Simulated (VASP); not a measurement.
# Y (Pm-3m) in VASP: notebook

Y is run at these levels: BLYP; tasks: single point.

Everything below comes from runs of VASP 6.6.1. Logs are shortened: lines on timing, memory, paths and dates and some standing lists are left out, and cuts for length are marked.

**1. The cell of the first run**

It takes space group Pm-3m (No. 221, cubic). Conventional cell: a = 3.184 Å, b = 3.184 Å, c = 3.184 Å, α = 90.00°, β = 90.00°, γ = 90.00°. Within 4.2 Å of Y (site symmetry m-3m) lie 6 Y at 3.18 Å.

**2. Single point, BLYP (volume scaled by 0.88)**

The input, INCAR:

```
PREC = Accurate ; ENCUT = 520
EDIFF = 1E-6 ; ISMEAR = -1
SIGMA = 0.1 ; LREAL = F
LASPH = T ; NELM = 100
ALGO = Normal ; ISIF = 2
LWAVE = F ; LCHARG = F
GGA = B5 ; ALDAX = 1.0
AGGAX = 1.0 ; AGGAC = 1.0
ALDAC = 0.0 ; NBANDS = 12
```

The input, KPOINTS:

```
Automatic mesh
0
Gamma
  11 11 11
```

The input, POSCAR:

```
Y
1.0
    3.1838596744      0.0000000000      0.0000000000
    0.0000000000      3.1838596744      0.0000000000
    0.0000000000      0.0000000000      3.1838596744
Y
1
Direct
    0.0000000000      0.0000000000      0.0000000000
```

Potentials or basis: VASP PAW PBE potentials, release 64 (Y_sv).

Started as:

```
$ cat potpaw_PBE.64/Y_sv/POTCAR > POTCAR
$ mpirun -np 1 vasp_std > vasp.out
```

OUTCAR:

```text
PREC = Accurate
   ENCUT = 520
   EDIFF = 1E-6
   ISMEAR = -1
   LREAL = F
   LASPH = T
   NELM = 100
   ISIF = 2
   GGA = B5

 ion  position               nearest neighbor table
   1  0.000  0.000  0.000-

  LATTYP: Found a simple cubic cell.
 ALAT       =     3.1838596744

  Lattice vectors:

 A1 = (   3.1838596744,   0.0000000000,   0.0000000000)
 A2 = (   0.0000000000,   3.1838596744,   0.0000000000)
 A3 = (   0.0000000000,   0.0000000000,   3.1838596744)

Analysis of symmetry for initial positions (statically):
=====================================================================
 Subroutine PRICEL returns:
 Original cell was already a primitive cell.

 Routine SETGRP: Setting up the symmetry group for a
 simple cubic supercell.

 Subroutine GETGRP returns: Found 48 space group operations
 (whereof 48 operations were pure point group operations)
 out of a pool of 48 trial point group operations.

The static configuration has the point symmetry O_h .

Analysis of symmetry for dynamics (positions and initial velocities):
=====================================================================
 Subroutine PRICEL returns:
 Original cell was already a primitive cell.

 Routine SETGRP: Setting up the symmetry group for a
 simple cubic supercell.

 Subroutine GETGRP returns: Found 48 space group operations
 (whereof 48 operations were pure point group operations)
 out of a pool of 48 trial point group operations.

The dynamic configuration has the point symmetry O_h .

 Subroutine INISYM returns: Found 48 space group operations
 (whereof 48 operations are pure point group operations),
 and found     1 'primitive' translations

----------------------------------------------------------------------------------------

                                     Primitive cell

  volume of cell :      32.2747

  direct lattice vectors                    reciprocal lattice vectors
     3.183859674  0.000000000  0.000000000     0.314084194  0.000000000  0.000000000
     0.000000000  3.183859674  0.000000000     0.000000000  0.314084194  0.000000000
     0.000000000  0.000000000  3.183859674     0.000000000  0.000000000  0.314084194

  length of vectors
     3.183859674  3.183859674  3.183859674     0.314084194  0.314084194  0.314084194

  position of ions in fractional coordinates (direct lattice)
     0.000000000  0.000000000  0.000000000

  ion indices of the primitive-cell ions
   primitive index   ion index
                 1           1

----------------------------------------------------------------------------------------

 KPOINTS: Automatic mesh

Automatic generation of k-mesh.
 Grid dimensions read from file:
 generate k-points for:   11   11   11

 Generating k-lattice:

  Cartesian coordinates                     Fractional coordinates (reciprocal lattice)
     0.028553109  0.000000000  0.000000000     0.090909091  0.000000000  0.000000000
     0.000000000  0.028553109  0.000000000     0.000000000  0.090909091  0.000000000
     0.000000000  0.000000000  0.028553109     0.000000000  0.000000000  0.090909091

  Length of vectors
     0.028553109  0.028553109  0.028553109

  Shift w.r.t. Gamma in fractional coordinates (k-lattice)
     0.000000000  0.000000000  0.000000000

 Subroutine IBZKPT returns following result:
 ===========================================

 Found     56 irreducible k-points:

 Following reciprocal coordinates:
            Coordinates               Weight
  0.000000  0.000000  0.000000      1.000000
  0.090909  0.000000  0.000000      6.000000
  0.181818  0.000000  0.000000      6.000000
  0.272727  0.000000  0.000000      6.000000
  0.363636  0.000000  0.000000      6.000000
  0.454545  0.000000  0.000000      6.000000
[... 16 lines left out ...]
  0.181818  0.090909  0.090909     24.000000
  0.272727  0.090909  0.090909     24.000000
 [... further k-points ...]
   k-points           NKPTS =     56   k-points in BZ     NKDIM =     56   number of bands    NBANDS=     12
   number of dos      NEDOS =    301   number of ions     NIONS =      1
   total plane-waves  NPLWV =  13824
   dimension x,y,z NGX =    24 NGY =   24 NGZ =   24
   dimension x,y,z NGXF=    48 NGYF=   48 NGZF=   48
   ions per type =               1
   NGX,Y,Z   is equivalent  to a cutoff of  12.53, 12.53, 12.53 a.u.
   NGXF,Y,Z  is equivalent  to a cutoff of  25.06, 25.06, 25.06 a.u.
 SYSTEM =  unknown system
   PREC   = accura    normal or accurate (medium, high low for compatibility)
   ISTART =      0    job   : 0-new  1-cont  2-samecut
   ICHARG =      2    charge: 1-file 2-atom 10-const
   ISPIN  =      1    spin polarized calculation?
   LNONCOLLINEAR =      F non collinear calculations
   LSORBIT =      F    spin-orbit coupling
   LASPH  =      T    aspherical Exc in radial PAW
   ENCUT  =  520.0 eV  38.22 Ry    6.18 a.u.   5.92  5.92  5.92*2*pi/ulx,y,z
   NELM   =    100;   NELMIN=  2; NELMDL= -5     # of ELM steps
   EDIFF  = 0.1E-05   stopping-criterion for ELM
   LREAL  =      F    real-space projection
   EDIFFG = 0.1E-04   stopping-criterion for IOM
   NSW    =      0    number of steps for IOM
   IBRION =     -1    ionic relax: 0-MD 1-quasi-New 2-CG
   NFREE  =      0    steps in history (QN), initial steepest desc. (CG)
   ISIF   =      2    stress and relaxation
   ISYM   =      2    0-nonsym 1-usesym 2-fastsym
   POTIM  = 0.5000    time-step for ionic-motion
   TEBEG  =    0.0;   TEEND  =   0.0 temperature during run
   PSTRESS=    0.0 pullay stress
   NELECT =      11.0000    total number of electrons
   NUPDOWN=      -1.0000    fix difference up-down
   EMIN   =  10.00;   EMAX   =-10.00  energy-range for DOS
   EFERMI =   0.00;   METHOD = LEGACY
   ISMEAR =    -1;   SIGMA  =   0.10  broadening in eV -4-tet -1-fermi 0-gaus
   EFERMI_NEDOS =   21; number of points for ismear=-14 and -15
   IALGO  =     38    algorithm
   IMIX   =      4    mixing-type and parameters
     AMIX     =   0.40;   BMIX     =  1.00
     AMIX_MAG =   1.60;   BMIX_MAG =  1.00
  volume/ion in A,a.u.               =      32.27       217.80
  Fermi-wavevector in a.u.,A,eV,Ry     =   1.143541  2.160979 17.792154  1.307686
  Thomas-Fermi vector in A             =   2.280236
   LORBIT       =      0    0 simple, 1 ext, 2 COOP (PROOUT), +10 PAW based schemes
   GGA     = B5    functional components
   LHFCALC =     F    Hartree Fock is set to
   AEXX    =    0.0000 exact exchange contribution
   IVDW    =     0    specifies the selected vdW correction
   LEPSILON=     F    determine dielectric tensor
   LRPA    =     F    only Hartree local field effects (RPA)
 non-spin polarized calculation
  energy-cutoff  :      520.00
  volume of cell :       32.27
 maximum number of plane-waves:       895
 NGX is ok and might be reduce to    24
   NGX = 11   NGY = 11   NGZ = 11

 number of electron      11.0000003 magnetization

 Free energy of the ion-electron system (eV)
  ---------------------------------------------------
  ext. energy  EPLUGINS =         0.00000000
  ---------------------------------------------------
  free energy    TOTEN  =        -4.74232906 eV

  energy without entropy =       -4.66689094  energy(sigma->0) =       -4.70461000

 E-fermi :   3.5575     XC(G=0):  -8.8948

 val. band max:        3.5447579330   @ k =   0.1818   0.1818   0.0909
 cond. band min:       3.5602431007   @ k =   0.4545   0.1818   0.1818
 fundamental gap:      0.0154851676
 Fermi energy:         3.5574843921

 k-point     1 :       0.0000    0.0000    0.0000
  band No.  band energies     occupation
      1     -39.2377      2.00000
      2     -18.8913      2.00000
      3     -18.8913      2.00000
      4     -18.8913      2.00000
      5      -0.8810      2.00000
      6       2.8136      1.99882
      7       2.8136      1.99882
      8       9.0373      0.00000
      9       9.0373      0.00000
     10       9.0373      0.00000
     11      14.3253      0.00000
     12      14.3253      0.00000

 k-point     2 :       0.0909    0.0000    0.0000
  band No.  band energies     occupation
      1     -39.2305      2.00000
      2     -18.9661      2.00000
      3     -18.8850      2.00000
      4     -18.8850      2.00000
      5      -0.7074      2.00000
      6       2.8651      1.99803
      7       2.9765      1.99402
      8       8.7070      0.00000
      9       8.7070      0.00000
     10       9.0587      0.00000
     11      13.5301      0.00000
     12      14.7404      0.00000

 k-point     3 :       0.1818    0.0000    0.0000
  band No.  band energies     occupation
      1     -39.2113      2.00000
      2     -19.1619      2.00000
      3     -18.8680      2.00000
      4     -18.8680      2.00000
      5      -0.2321      2.00000
      6       3.0087      1.99176
      7       3.4136      1.61655
      8       7.9911      0.00000
      9       7.9911      0.00000
     10       9.1170      0.00000
     11      12.1843      0.00000
     12      15.6879      0.00000
[... 286 lines left out ...]
 k-point    23 :       0.1818    0.0909    0.0909
  band No.  band energies     occupation
      1     -39.1971      2.00000
      2     -19.1474      2.00000
      3     -18.9387      2.00000
      4     -18.9307      2.00000
      5       0.1047      2.00000
      6       3.2797      1.88299
      7       3.5782      0.89675
      8       7.5605      0.00000
      9       7.6973      0.00000
     10       8.5037      0.00000
     11      12.9623      0.00000
     12      14.9813      0.00000

 k-point    24 :       0.2727    0.0909    0.0909
  band No.  band energies     occupation
      1     -39.1719      2.00000
      2     -19.3919      2.00000
      3     -18.9152      2.00000
      4     -18.9075      2.00000
      5       0.7609      2.00000
      6       3.4844      1.35005
      7       4.0290      0.01777
      8       6.9100      0.00000
      9       7.0083      0.00000
     10       8.6033      0.00000
     11      11.8811      0.00000
     12      15.7545      0.00000

 [... further k-points ...]

------------------------ aborting loop because EDIFF is reached ----------------------------------------

  FORCE on cell =-STRESS in cart. coord.  units (eV):
  Direction    XX          YY          ZZ          XY          YZ          ZX
  --------------------------------------------------------------------------------------
  -------------------------------------------------------------------------------------
  Total        0.7387792      0.7387792      0.7387792     -0.0000000      0.0000000     -0.0000000
  in kB       36.6744380     36.6744380     36.6744380     -0.0000000      0.0000000     -0.0000000
  external PRESSURE =      36.6744380 kB  Pullay stress =       0.0000000 kB

 VOLUME and BASIS-vectors are now :
 -----------------------------------------------------------------------------
  energy-cutoff  :      520.00
  volume of cell :       32.27
      direct lattice vectors                 reciprocal lattice vectors
     3.183859674  0.000000000  0.000000000     0.314084194  0.000000000  0.000000000
     0.000000000  3.183859674  0.000000000     0.000000000  0.314084194  0.000000000
     0.000000000  0.000000000  3.183859674     0.000000000  0.000000000  0.314084194

 POSITION                                       TOTAL-FORCE (eV/Angst)
 -----------------------------------------------------------------------------------
      0.00000      0.00000      0.00000         0.000000      0.000000      0.000000
 -----------------------------------------------------------------------------------
    total drift:                                0.000000      0.000000      0.000000

  FREE ENERGIE OF THE ION-ELECTRON SYSTEM (eV)
  ---------------------------------------------------
  free  energy   TOTEN  =        -4.7423290625 eV

  energy  without entropy=       -4.6668909431  energy(sigma->0) =       -4.70461000
```

Run time: 11 s. Hardware: 1 thread of Intel Xeon 6975P-C (Granite Rapids), shared host; peak memory 0.16 GiB.

Results:

* Free energy: -4.7423 eV
* Pressure: 3.7 GPa

Levels at points of the mesh, in eV from the Fermi level:
```csv
k point,band 2,band 3,band 4,band 5,band 6,band 7,band 8,band 9,band 10,band 11
"(0.00, 0.00, 0.00)",-22.45,-22.45,-22.45,-4.44,-0.74,-0.74,5.48,5.48,5.48,10.77
```

Caveat: the PAW data sets were made with another functional, which shifts forces and pressure a little.

(Continued in part 2 of 3.)
